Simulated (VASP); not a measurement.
Wanted: the native input for a VASP 6.6.1 run.

```
Task                   : relaxation of cell and atoms
Functional             : r2SCAN
Potentials or basis    : VASP PAW PBE potentials, release 64 (Ag, S, La)
Cutoff                 : 600 eV
k mesh                 : 6 × 6 × 4
Occupations            : fermi-dirac, width 0.02 eV
Spin                   : no spin polarisation
Dipole correction      : no
Further INCAR settings : ALGO = Normal; EDIFF = 1e-06; IBRION = 2; EDIFFG = -0.005; NSW = 80; ISIF = 3
```

The system is LaAgS2.

```
Ag S La
1.0
     4.13107    0.00000    0.00000
     0.00000    4.13107    0.00000
     0.00000    0.00000    5.61352
Ag S La
1 2 1
Direct
  0.00000 0.00000 0.00000
  0.00000 0.00000 0.50000
  0.50000 0.50000 0.00000
  0.50000 0.50000 0.50000
```

These files were run (other wordings do the same):

POSCAR

```
LaAgS2
1.0
    4.1310653084      0.0000000000      0.0000000000
    0.0000000000      4.1310653084      0.0000000000
    0.0000000000      0.0000000000      5.6135202690
Ag S La
1 2 1
Direct
    0.0000000000      0.0000000000      0.0000000000
    0.0000000000      0.0000000000      0.5000000000
    0.5000000000      0.5000000000      0.0000000000
    0.5000000000      0.5000000000      0.5000000000
```

INCAR.step1

```
PREC     = Accurate       # precision mode
ENCUT    = 600            # plane-wave cutoff, eV
ISMEAR   = -1             # smearing method
SIGMA    = 0.02           # smearing width, eV
LREAL    = False          # projectors in reciprocal space
LASPH    = True           # aspherical terms in the spheres
NELM     = 100            # most SCF steps
GGA      = PE             # functional
ALGO     = Normal         # electronic algorithm
EDIFF    = 1E-4           # SCF threshold, eV
LWAVE    = True           # write WAVECAR
LCHARG   = False          # write CHGCAR
```

INCAR.step2

```
PREC     = Accurate       # precision mode
ENCUT    = 600            # plane-wave cutoff, eV
EDIFF    = 1E-6           # SCF threshold, eV
ISMEAR   = -1             # smearing method
SIGMA    = 0.02           # smearing width, eV
LREAL    = False          # projectors in reciprocal space
LASPH    = True           # aspherical terms in the spheres
NELM     = 100            # most SCF steps
ALGO     = Normal         # electronic algorithm
ISIF     = 3              # what is computed and relaxed
LWAVE    = False          # write WAVECAR
LCHARG   = False          # write CHGCAR
METAGGA  = R2SCAN         # meta-GGA
LMIXTAU  = True         
IBRION   = 2              # ionic algorithm
NSW      = 80             # ionic steps
EDIFFG   = -0.005         # ionic threshold
ISTART   = 1
```

KPOINTS

```
regular mesh
0
Gamma
  6 6 4
```

Potentials or basis: VASP PAW PBE potentials, release 64 (Ag, S, La).

The run is started by

```console
$ cat potpaw_PBE.64/Ag/POTCAR potpaw_PBE.64/S/POTCAR potpaw_PBE.64/La/POTCAR > POTCAR
$ cp INCAR.step1 INCAR
$ mpirun -np 1 vasp_std > vasp.out
$ cp INCAR.step2 INCAR
$ mpirun -np 1 vasp_std > vasp.out
```

Results of the run:

```json
{"Relaxed volume": "23.83 Å³/atom", "Relaxed cell": "a = 4.126 Å, b = 4.126 Å, c = 5.600 Å, α = 90.00°, β = 90.00°, γ = 90.00°", "Space group after relaxing (to 0.05 Å)": "P4/mmm (No. 123)", "Energy gained by relaxing": "0.1 meV/atom", "Ionic steps": "3", "Pressure after relaxing": "0.0 GPa", "Band gap on the k mesh": "zero (band 17 reaches 6.21 eV, above the bottom of band 18 at 6.13 eV)"}
```

Caveat: the PAW data sets were made with another functional, which shifts forces and pressure a little; spin-orbit coupling is left out, which moves the levels of the heavy elements.

Run time: 20 min on 1 thread of Oxide Virtual Turin-like Processor, on a shared host, peak memory 0.3 GiB.
